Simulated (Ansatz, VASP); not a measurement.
Te: VASP beside Ansatz

File POSCAR:

```
Te
1.0
    0.0000000000      2.4848829205      2.4848829205
    2.4848829205      0.0000000000      2.4848829205
    2.4848829205      2.4848829205      0.0000000000
Te
1
Direct
    0.0000000000      0.0000000000      0.0000000000
```

Contents of INCAR.step1:

```
SYSTEM = Te
PREC     = Accurate       ! precision mode
ENCUT    = 520            ! plane-wave cutoff, eV
ISMEAR   = -1             ! smearing method
SIGMA    = 0.1            ! smearing width, eV
LREAL    = .FALSE.        ! projectors in reciprocal space
LASPH    = .TRUE.         ! aspherical terms in the spheres
NELM     = 100            ! most SCF steps
NBANDS   = 9              ! bands
GGA      = PE             ! functional
ALGO     = Normal         ! electronic algorithm
EDIFF    = 1E-4           ! SCF threshold, eV
LWAVE    = .TRUE.         ! write WAVECAR
LCHARG   = .FALSE.        ! write CHGCAR
```

The input INCAR.step2:

```
SYSTEM = Te
PREC     = Accurate       ! precision mode
ENCUT    = 520            ! plane-wave cutoff, eV
EDIFF    = 1E-6           ! SCF threshold, eV
ISMEAR   = -1             ! smearing method
SIGMA    = 0.1            ! smearing width, eV
LREAL    = .FALSE.        ! projectors in reciprocal space
LASPH    = .TRUE.         ! aspherical terms in the spheres
NELM     = 100            ! most SCF steps
ALGO     = Normal         ! electronic algorithm
ISIF     = 2              ! what is computed and relaxed
LWAVE    = .FALSE.        ! write WAVECAR
LCHARG   = .FALSE.        ! write CHGCAR
METAGGA  = R2SCAN         ! meta-GGA
LMIXTAU  = .TRUE.       
NBANDS   = 9              ! bands
ISTART   = 1
```

The input KPOINTS:

```
Automatic mesh
0
G
  13 13 13
  0 0 0
```

Input for Ansatz:

```yaml
crystal:
  lattice:
    - [0.0, 2.4848829205, 2.4848829205]
    - [2.4848829205, 0.0, 2.4848829205]
    - [2.4848829205, 2.4848829205, 0.0]
  atoms:
    - { symbol: Te, position: [0.0, 0.0, 0.0] }
hamiltonian:
  xc: r2scan
  pseudopotentials:
    kind: paw
    azcp:
      Te: "pseudopotentials/Te.paw.azcp"
basis:
  ecutwfc: 500
  fft_grid_basis: typed
kpoints:
  mp_grid: { grid: [13, 13, 13], shift: [0, 0, 0] }
magnetization:
  spin_polarized: false
scf:
  occupations: { method: fermi_dirac, width: 0.1 }
  lower_state_search: "off"
output:
  stress: true
```

Alike in both runs: task single point; functional r2SCAN; k mesh 13 × 13 × 13; occupations fermi-dirac, width 0.1 eV; no spin polarisation.

|  | VASP | Ansatz |
| --- | --- | --- |
| version | VASP 6.6.1 | Ansatz 0.2.0 |
| potentials or method | VASP PAW PBE potentials, release 64 (Te), cutoff 520 eV | plane waves (500 eV) with PAW, scalar-relativistic |
| valence electrons in the cell | 6 | 16 |

```tsv
	VASP	Ansatz	Ansatz less VASP
pressure (GPa)	-3.5	-3.4	+0.06
```

VASP's potentials were made for PBE, not for r2SCAN. VASP's potentials hold 6 valence electrons a cell and Ansatz's 16, so a difference there can come from the potentials and not from the codes.

Neither program's run includes spin-orbit coupling.
